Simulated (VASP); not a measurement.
A run of VASP 6.6.1 is set up as follows.

File INCAR:

```
ALGO = Normal ; EDIFF = 1E-7
ENCUT = 520 ; GGA = PE
ISIF = 2 ; ISMEAR = 0
LASPH = True ; LCHARG = False
LREAL = False ; LWAVE = False
NBANDS = 17 ; NELM = 100
PREC = Accurate ; SIGMA = 0.1
```

Contents of KPOINTS:

```
k-points
0
Gamma
  4 4 4
```

The input POSCAR:

```
Mg5Te
1.0
    5.0264966459     -3.3742000704     -0.2277181421
    5.0264966459      3.3742000704     -0.2277181421
   -5.3952284603      0.0000000000      5.2654157367
Mg Te
5 1
Direct
    0.5000000000      0.5000000000      0.0000000000
    0.5000000000      0.0000000000      0.0000000000
    0.0000000000      0.5000000000      0.0000000000
    0.0000000000      0.5000000000      0.5000000000
    0.5000000000      0.0000000000      0.5000000000
    0.5000000000      0.5000000000      0.5000000000
```

Potentials or basis: VASP PAW PBE potentials, release 64 (Mg, Te).

Launch:

```bash
$ cat potpaw_PBE.64/Mg/POTCAR potpaw_PBE.64/Te/POTCAR > POTCAR
$ mpirun -np 1 vasp_std > vasp.out
```

**Question.** Estimate the band gap on the k mesh.

**Answer.** Zero (bands 8 and 9 overlap by 0.90 eV).

**Question.** Predict the pressure.

**Answer.** -0.2 GPa.

Stress tensor (GPa, compression positive):
```
-0.13  0.00  0.06
 0.00 -0.23  0.00
 0.06  0.00 -0.29
```

Caveat: spin-orbit coupling is left out, which moves the levels of the heavy elements.
